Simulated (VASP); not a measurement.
# LiH in VASP: a series of runs

Aim: see how the results for LiH move with the level of theory and the settings. Levels: r2SCAN, PBE. Tasks: single point.

Everything below comes from runs of VASP 6.6.1. Logs are shortened: lines on timing, memory, paths and dates and some standing lists are left out, and cuts for length are marked.

**1. The cell of the first run**

It takes space group Fm-3m (No. 225, cubic). The conventional cell has a = 3.997 Å, b = 3.997 Å, c = 3.997 Å, α = 90.00°, β = 90.00°, γ = 90.00°. Within 2.6 Å of Li (site symmetry m-3m) lie 6 H at 2.00 Å. Within 2.6 Å of H (site symmetry m-3m) lie 6 Li at 2.00 Å.

**2. Single point, r2SCAN**

Input file POSCAR:

```
LiH
1.0
    0.0000000000      1.9984726927      1.9984726927
    1.9984726927      0.0000000000      1.9984726927
    1.9984726927      1.9984726927      0.0000000000
Li H
1 1
Direct
    0.0000000000      0.0000000000      0.0000000000
    0.5000000000      0.5000000000      0.5000000000
```

Input file INCAR.step1:

```
SYSTEM = LiH
PREC = Accurate
ENCUT = 520
ISMEAR = 0
SIGMA = 0.01
LREAL = .FALSE.
LASPH = .TRUE.
NELM = 60
NBANDS = 9
GGA = PE
ALGO = Normal
EDIFF = 1E-4
LWAVE = .TRUE.
LCHARG = .FALSE.
```

Input file INCAR.step2:

```
SYSTEM = LiH
PREC = Accurate
ENCUT = 520
EDIFF = 1E-7
ISMEAR = 0
SIGMA = 0.01
LREAL = .FALSE.
LASPH = .TRUE.
NELM = 60
ALGO = Normal
ISIF = 2
LWAVE = .FALSE.
LCHARG = .FALSE.
METAGGA = R2SCAN
LMIXTAU = .TRUE.
NBANDS = 9
ISTART = 1
```

Input file KPOINTS:

```
regular mesh
0
G
  10 10 10
  0 0 0
```

Potentials or basis: VASP PAW PBE potentials, release 64 (Li_sv, H).

Run with:

```console
$ cat potpaw_PBE.64/Li_sv/POTCAR potpaw_PBE.64/H/POTCAR > POTCAR
$ cp INCAR.step1 INCAR
$ mpirun -np 1 vasp_std > vasp.out
$ cp INCAR.step2 INCAR
$ mpirun -np 1 vasp_std > vasp.out
```

OUTCAR:

```text
SYSTEM = LiH
   PREC = Accurate
   ENCUT = 520
   EDIFF = 1E-7
   ISMEAR = 0
   LREAL = .FALSE.
   LASPH = .TRUE.
   NELM = 60
   ISIF = 2
   METAGGA = R2SCAN
   ISTART = 1

 ion  position               nearest neighbor table
   1  0.000  0.000  0.000-
   2  0.500  0.500  0.500-

  LATTYP: Found a face centered cubic cell.
 ALAT       =     3.9969453854

  Lattice vectors:

 A1 = (   0.0000000000,   1.9984726927,   1.9984726927)
 A2 = (   1.9984726927,   0.0000000000,   1.9984726927)
 A3 = (   1.9984726927,   1.9984726927,   0.0000000000)

Analysis of symmetry for initial positions (statically):
=====================================================================
 Subroutine PRICEL returns:
 Original cell was already a primitive cell.

 Routine SETGRP: Setting up the symmetry group for a
 face centered cubic supercell.

 Subroutine GETGRP returns: Found 48 space group operations
 (whereof 48 operations were pure point group operations)
 out of a pool of 48 trial point group operations.

The static configuration has the point symmetry O_h .

Analysis of symmetry for dynamics (positions and initial velocities):
=====================================================================
 Subroutine PRICEL returns:
 Original cell was already a primitive cell.

 Routine SETGRP: Setting up the symmetry group for a
 face centered cubic supercell.

 Subroutine GETGRP returns: Found 48 space group operations
 (whereof 48 operations were pure point group operations)
 out of a pool of 48 trial point group operations.

The dynamic configuration has the point symmetry O_h .

 Subroutine INISYM returns: Found 48 space group operations
 (whereof 48 operations are pure point group operations),
 and found     1 'primitive' translations

----------------------------------------------------------------------------------------

                                     Primitive cell

  volume of cell :      15.9634

  direct lattice vectors                    reciprocal lattice vectors
     0.000000000  1.998472693  1.998472693    -0.250191059  0.250191059  0.250191059
     1.998472693  0.000000000  1.998472693     0.250191059 -0.250191059  0.250191059
     1.998472693  1.998472693  0.000000000     0.250191059  0.250191059 -0.250191059

  length of vectors
     2.826267186  2.826267186  2.826267186     0.433343626  0.433343626  0.433343626

[... 78 lines left out ...]
   ENCUT  =  520.0 eV  38.22 Ry    6.18 a.u.   5.25  5.25  5.25*2*pi/ulx,y,z
   NELM   =     60;   NELMIN=  2; NELMDL=  0     # of ELM steps
   EDIFF  = 0.1E-06   stopping-criterion for ELM
   LREAL  =      F    real-space projection
   EDIFFG = 0.1E-05   stopping-criterion for IOM
   NSW    =      0    number of steps for IOM
   IBRION =     -1    ionic relax: 0-MD 1-quasi-New 2-CG
   NFREE  =      0    steps in history (QN), initial steepest desc. (CG)
   ISIF   =      2    stress and relaxation
   ISYM   =      2    0-nonsym 1-usesym 2-fastsym
   POTIM  = 0.5000    time-step for ionic-motion
   TEBEG  =    0.0;   TEEND  =   0.0 temperature during run
   PSTRESS=    0.0 pullay stress
   NELECT =       4.0000    total number of electrons
   NUPDOWN=      -1.0000    fix difference up-down
   EMIN   =  10.00;   EMAX   =-10.00  energy-range for DOS
   EFERMI =   0.00;   METHOD = LEGACY
   ISMEAR =     0;   SIGMA  =   0.01  broadening in eV -4-tet -1-fermi 0-gaus
   EFERMI_NEDOS =   21; number of points for ismear=-14 and -15
   IALGO  =     38    algorithm
   IMIX   =      4    mixing-type and parameters
     AMIX     =   0.40;   BMIX     =  1.00
     AMIX_MAG =   1.60;   BMIX_MAG =  1.00
  volume/ion in A,a.u.               =       7.98        53.86
  Fermi-wavevector in a.u.,A,eV,Ry     =   1.032096  1.950378 14.493217  1.065221
  Thomas-Fermi vector in A             =   2.166276
   LORBIT       =      0    0 simple, 1 ext, 2 COOP (PROOUT), +10 PAW based schemes
   METAGGA = R2SCAN    functional components
   LHFCALC =     F    Hartree Fock is set to
   AEXX    =    0.0000 exact exchange contribution
   IVDW    =     0    specifies the selected vdW correction
   LEPSILON=     F    determine dielectric tensor
   LRPA    =     F    only Hartree local field effects (RPA)
 non-spin polarized calculation
 Gauss-broadening in eV      SIGMA  =   0.01
  energy-cutoff  :      520.00
  volume of cell :       15.96
 maximum number of plane-waves:       444
 NGX is ok and might be reduce to    24
   NGX = 11   NGY = 11   NGZ = 11

 number of electron       3.9999996 magnetization

 Free energy of the ion-electron system (eV)
  ---------------------------------------------------
  ext. energy  EPLUGINS =         0.00000000
  ---------------------------------------------------
  free energy    TOTEN  =        -6.81756845 eV

  energy without entropy =       -6.81756845  energy(sigma->0) =       -6.81756845

 E-fermi :   0.1376     XC(G=0):  -8.8540

 val. band max:       -0.1469224890   @ k =   0.5000   0.5000   0.0000
 cond. band min:       3.4308023312   @ k =   0.5000   0.5000   0.0000
 fundamental gap:      3.5777248202
 Fermi energy:         0.1376280477

 k-point     1 :       0.0000    0.0000    0.0000
  band No.  band energies     occupation
      1     -45.8715      2.00000
      2      -5.6258      2.00000
      3      17.6101      0.00000
      4      19.3461      0.00000
      5      19.3461      0.00000
      6      19.3467      0.00000
      7      23.7861      0.00000
      8      23.7861      0.00000
      9      23.7863      0.00000
[... 265 lines left out ...]
 k-point    24 :       0.4000    0.3000    0.0000
  band No.  band energies     occupation
      1     -45.8230      2.00000
      2      -2.4359      2.00000
      3       7.2272      0.00000
      4      11.3001      0.00000
      5      12.6876      0.00000
      6      17.4068      0.00000
      7      19.3225      0.00000
      8      31.2549      0.00000
      9      31.9145      0.00000

 [... further k-points ...]
[... 5 lines left out ...]
  --------------------------------------------------------------------------------------
  -------------------------------------------------------------------------------------
  Total       -0.0275997     -0.0275997     -0.0275997     -0.0000000     -0.0000000      0.0000000
  in kB       -2.7700654     -2.7700654     -2.7700654     -0.0000000     -0.0000000      0.0000000
  external PRESSURE =      -2.7700654 kB  Pullay stress =       0.0000000 kB

 VOLUME and BASIS-vectors are now :
 -----------------------------------------------------------------------------
  energy-cutoff  :      520.00
  volume of cell :       15.96
      direct lattice vectors                 reciprocal lattice vectors
     0.000000000  1.998472693  1.998472693    -0.250191059  0.250191059  0.250191059
     1.998472693  0.000000000  1.998472693     0.250191059 -0.250191059  0.250191059
     1.998472693  1.998472693  0.000000000     0.250191059  0.250191059 -0.250191059

 POSITION                                       TOTAL-FORCE (eV/Angst)
 -----------------------------------------------------------------------------------
      0.00000      0.00000      0.00000        -0.000000      0.000000     -0.000000
      1.99847      1.99847      1.99847         0.000000     -0.000000      0.000000
 -----------------------------------------------------------------------------------
    total drift:                                0.000000     -0.000000     -0.000000

  FREE ENERGIE OF THE ION-ELECTRON SYSTEM (eV)
  ---------------------------------------------------
  free  energy   TOTEN  =        -6.8175684491 eV

  energy  without entropy=       -6.8175684491  energy(sigma->0) =       -6.81756845
```

Wall time 27 s (1 thread of Intel Xeon Platinum 8259CL at 2.50GHz (Skylake/Cascade Lake), shared host); peak memory 0.13 GiB.

What came out:

- Free energy: -6.8176 eV
- Band gap on the k mesh: 3.58 eV, direct

Caveat: the cutoff is under 1.25 times the usual one of these potentials, so pressure, stress and relaxed cells hold a basis-set (Pulay) error; the PAW data sets were made with another functional, which shifts forces and pressure a little. r2SCAN opens gaps a little over a GGA but as a rule still falls short of measured ones.

**3. Single point, r2SCAN (strain +0.3%)**

Input file POSCAR:

```
LiH
1.0
    0.0000000000      2.0048678053      2.0048678053
    2.0048678053      0.0000000000      2.0048678053
    2.0048678053      2.0048678053      0.0000000000
Li H
1 1
Direct
    0.0000000000      0.0000000000      0.0000000000
    0.5000000000      0.5000000000      0.5000000000
```

Input file INCAR.step1:

```
PREC = Accurate ; ENCUT = 520
ISMEAR = 0 ; SIGMA = 0.01
LREAL = F ; LASPH = T
NELM = 60 ; NBANDS = 9
GGA = PE ; ALGO = Normal
EDIFF = 1E-4 ; LWAVE = T
LCHARG = F
```

Input file INCAR.step2:

```
PREC = Accurate ; ENCUT = 520
EDIFF = 1E-6 ; ISMEAR = 0
SIGMA = 0.01 ; LREAL = F
LASPH = T ; NELM = 60
ALGO = Normal ; ISIF = 2
LWAVE = F ; LCHARG = F
METAGGA = R2SCAN ; LMIXTAU = T
NBANDS = 9 ; ISTART = 1
```

Input file KPOINTS:

```
Automatic mesh
0
Gamma
  10 10 10
```

Potentials or basis: VASP PAW PBE potentials, release 64 (Li_sv, H).

Run with:

```console
$ cat potpaw_PBE.64/Li_sv/POTCAR potpaw_PBE.64/H/POTCAR > POTCAR
$ cp INCAR.step1 INCAR
$ mpirun -np 1 vasp_std > vasp.out
$ cp INCAR.step2 INCAR
$ mpirun -np 1 vasp_std > vasp.out
```

Run time: 21 s. Hardware: 1 thread of Intel Xeon Platinum 8259CL at 2.50GHz (Skylake/Cascade Lake), shared host; peak memory 0.14 GiB.

The run converged. Its results:

- Free energy: -6.8175 eV
- Band gap on the k mesh: 3.58 eV, direct

Levels at points of the mesh, in eV from the valence-band top:
```tsv
k point	band 1	band 2	band 3	band 4	band 5
(0.00, 0.00, 0.00)	-45.74	-5.44	17.63	19.39	19.39
(0.50, 0.00, 0.00)	-45.70	-2.64	5.67	14.93	18.15
(0.50, 0.50, 0.00)	-45.68	0.00	3.58	11.74	11.74
```

Caveat: the cell differs from its parent crystal (strain +0.3%); the cutoff is under 1.25 times the usual one of these potentials, so pressure, stress and relaxed cells hold a basis-set (Pulay) error; the PAW data sets were made with another functional, which shifts forces and pressure a little. A k mesh can miss the band edges.

**4. Single point, PBE (biaxial xy strain -5.6%)**

Input file INCAR:

```
  PREC = Accurate
  ENCUT = 520
  EDIFF = 1E-6
  ISMEAR = -1
  SIGMA = 0.02
  LREAL = F
  LASPH = T
  NELM = 80
  ALGO = Normal
  ISIF = 2
  LWAVE = F
  LCHARG = F
  GGA = PE
  NBANDS = 9
```

KPOINTS is that of step 3.

Input file POSCAR:

```
LiH
1.0
    0.0000000000      1.8861585274      1.9984726927
    1.8861585274      0.0000000000      1.9984726927
    1.8861585274      1.8861585274      0.0000000000
Li H
1 1
Direct
    0.0000000000      0.0000000000      0.0000000000
    0.5000000000      0.5000000000      0.5000000000
```

Potentials or basis: VASP PAW PBE potentials, release 64 (Li_sv, H).

Run with:

```console
$ cat potpaw_PBE.64/Li_sv/POTCAR potpaw_PBE.64/H/POTCAR > POTCAR
$ mpirun -np 1 vasp_std > vasp.out
```

OUTCAR:

```text
PREC = Accurate
   ENCUT = 520
   EDIFF = 1E-6
   ISMEAR = -1
   LREAL = F
   LASPH = T
   NELM = 80
   ISIF = 2
   GGA = PE

 ion  position               nearest neighbor table
   1  0.000  0.000  0.000-
   2  0.500  0.500  0.500-

  LATTYP: Found a body centered tetragonal cell.
 ALAT       =     2.6674309702
 C/A-ratio  =     1.4984250502

  Lattice vectors:

 A1 = (  -1.8861585274,   0.0000000000,   1.9984726927)
 A2 = (   1.8861585274,   0.0000000000,   1.9984726927)
 A3 = (   0.0000000000,   1.8861585274,  -1.9984726927)

Analysis of symmetry for initial positions (statically):
=====================================================================
 Subroutine PRICEL returns:
 Original cell was already a primitive cell.

 Routine SETGRP: Setting up the symmetry group for a
 body centered tetragonal supercell.

 Subroutine GETGRP returns: Found 16 space group operations
 (whereof 16 operations were pure point group operations)
 out of a pool of 16 trial point group operations.

The static configuration has the point symmetry D_4h.

Analysis of symmetry for dynamics (positions and initial velocities):
=====================================================================
 Subroutine PRICEL returns:
 Original cell was already a primitive cell.

 Routine SETGRP: Setting up the symmetry group for a
 body centered tetragonal supercell.

 Subroutine GETGRP returns: Found 16 space group operations
 (whereof 16 operations were pure point group operations)
 out of a pool of 16 trial point group operations.

The dynamic configuration has the point symmetry D_4h.

 Subroutine INISYM returns: Found 16 space group operations
 (whereof 16 operations are pure point group operations),
 and found     1 'primitive' translations

----------------------------------------------------------------------------------------
[... 109 lines left out ...]
   EFERMI_NEDOS =   21; number of points for ismear=-14 and -15
   IALGO  =     38    algorithm
   IMIX   =      4    mixing-type and parameters
     AMIX     =   0.40;   BMIX     =  1.00
     AMIX_MAG =   1.60;   BMIX_MAG =  1.00
  volume/ion in A,a.u.               =       7.11        47.98
  Fermi-wavevector in a.u.,A,eV,Ry     =   1.072671  2.027055 15.655184  1.150624
  Thomas-Fermi vector in A             =   2.208448
   LORBIT       =      0    0 simple, 1 ext, 2 COOP (PROOUT), +10 PAW based schemes
   GGA     = PE    functional components
   LHFCALC =     F    Hartree Fock is set to
   AEXX    =    0.0000 exact exchange contribution
   IVDW    =     0    specifies the selected vdW correction
   LEPSILON=     F    determine dielectric tensor
   LRPA    =     F    only Hartree local field effects (RPA)
 non-spin polarized calculation
  energy-cutoff  :      520.00
  volume of cell :       14.22
 maximum number of plane-waves:       400
   NGX = 11   NGY = 11   NGZ =  9

 number of electron       3.9999992 magnetization

 Free energy of the ion-electron system (eV)
  ---------------------------------------------------
  ext. energy  EPLUGINS =         0.00000000
  ---------------------------------------------------
  free energy    TOTEN  =        -6.08743230 eV

  energy without entropy =       -6.08743230  energy(sigma->0) =       -6.08743230

 E-fermi :   1.3038     XC(G=0):  -8.9160

 val. band max:        0.8699210074   @ k =   0.5000   0.0000   0.5000
 cond. band min:       3.0445737738   @ k =   0.5000   0.5000   0.0000
 fundamental gap:      2.1746527664
 Fermi energy:         1.3038056570

 k-point     1 :       0.0000    0.0000    0.0000
  band No.  band energies     occupation
      1     -43.4909      2.00000
      2      -5.1961      2.00000
      3      18.3722      0.00000
      4      19.7770      0.00000
      5      19.7770      0.00000
      6      20.2740      0.00000
      7      24.6819      0.00000
      8      25.0381      0.00000
      9      25.0381      0.00000
[... 265 lines left out ...]
 k-point    24 :       0.4000    0.3000    0.0000
  band No.  band energies     occupation
      1     -43.4208      2.00000
      2      -2.0520      2.00000
      3       7.0809      0.00000
      4      12.2132      0.00000
      5      13.8511      0.00000
      6      18.6506      0.00000
      7      20.3381      0.00000
      8      32.3919      0.00000
      9      33.9292      0.00000

 [... further k-points ...]
[... 5 lines left out ...]
  --------------------------------------------------------------------------------------
  -------------------------------------------------------------------------------------
  Total        0.6627659      0.6627659      0.1317022      0.0000000      0.0000000      0.0000000
  in kB       74.6768756     74.6768756     14.8394932      0.0000000      0.0000000      0.0000000
  external PRESSURE =      54.7310815 kB  Pullay stress =       0.0000000 kB

 VOLUME and BASIS-vectors are now :
 -----------------------------------------------------------------------------
  energy-cutoff  :      520.00
  volume of cell :       14.22
      direct lattice vectors                 reciprocal lattice vectors
     0.000000000  1.886158527  1.998472693    -0.265089065  0.265089065  0.250191059
     1.886158527  0.000000000  1.998472693     0.265089065 -0.265089065  0.250191059
     1.886158527  1.886158527  0.000000000     0.265089065  0.265089065 -0.250191059

 POSITION                                       TOTAL-FORCE (eV/Angst)
 -----------------------------------------------------------------------------------
      0.00000      0.00000      0.00000        -0.000000     -0.000000      0.000000
      1.88616      1.88616      1.99847         0.000000      0.000000      0.000000
 -----------------------------------------------------------------------------------
    total drift:                                0.000000     -0.000000      0.000000

  FREE ENERGIE OF THE ION-ELECTRON SYSTEM (eV)
  ---------------------------------------------------
  free  energy   TOTEN  =        -6.0874322965 eV

  energy  without entropy=       -6.0874322965  energy(sigma->0) =       -6.08743230
```

stdout:

```text
POSCAR found type information on POSCAR LiH
 POSCAR found :  2 types and       2 ions
 scaLAPACK will be used
 LDA part: xc-table for (Slater+PW92), standard interpolation
 POSCAR, INCAR and KPOINTS ok, starting setup
 FFT: planning ... GRIDC
 FFT: planning ... GRID_SOFT
 FFT: planning ... GRID
 WAVECAR not read
 entering main loop
```

Wall time 8.6 s (1 thread of Intel Xeon Platinum 8259CL at 2.50GHz (Skylake/Cascade Lake), shared host); peak memory 0.12 GiB.

What came out:

```yaml
Free_energy: -6.0874 eV
Band_gap_on_the_k_mesh: 2.17 eV, indirect (least direct gap 2.65 eV)
```

Levels at points of the mesh, in eV from the valence-band top:
```csv
k point,band 1,band 2,band 3,band 4,band 5,band 6,band 7
"(0.00, 0.00, 0.00)",-44.36,-6.07,17.50,18.91,18.91,19.40,23.81
"(0.50, 0.00, 0.00)",-44.29,-3.17,5.09,14.35,17.26,18.15,19.47
"(0.50, 0.50, 0.00)",-44.27,-0.47,2.17,11.97,11.97,15.28,19.33
"(0.50, 0.00, 0.50)",-44.26,0.00,3.01,10.71,11.24,14.32,18.79
```

Caveat: the cell differs from its parent crystal (biaxial xy strain -5.6%); the cutoff is under 1.25 times the usual one of these potentials, so pressure, stress and relaxed cells hold a basis-set (Pulay) error. A k mesh can miss the band edges.

**5. Summary**

| level | cell | smearing | gap on the mesh (eV) |
| --- | --- | --- | --- |
| r2SCAN | a = 2.826 Å, angles 60.0°, 2 atoms | gaussian 0.01 eV | 3.58 |
| r2SCAN | a = 2.835 Å, angles 60.0°, 2 atoms | gaussian 0.01 eV | 3.58 |
| PBE | a = 2.748, b = 2.748, c = 2.667 Å, angles 61.0, 61.0, 58.1°, 2 atoms | fermi-dirac 0.02 eV | 2.17 |

Alike in all rows: task single point; potentials or basis VASP PAW PBE potentials, release 64 (Li_sv, H); no spin polarisation; k mesh 10 × 10 × 10; cutoff (eV) 520.

Caveats: the cutoff is under 1.25 times the usual one of these potentials, so pressure, stress and relaxed cells hold a basis-set (Pulay) error; the PAW data sets were made with another functional, which shifts forces and pressure a little (some runs).

Total energies depend on the potentials used, so only differences within one code and one set of settings carry meaning.
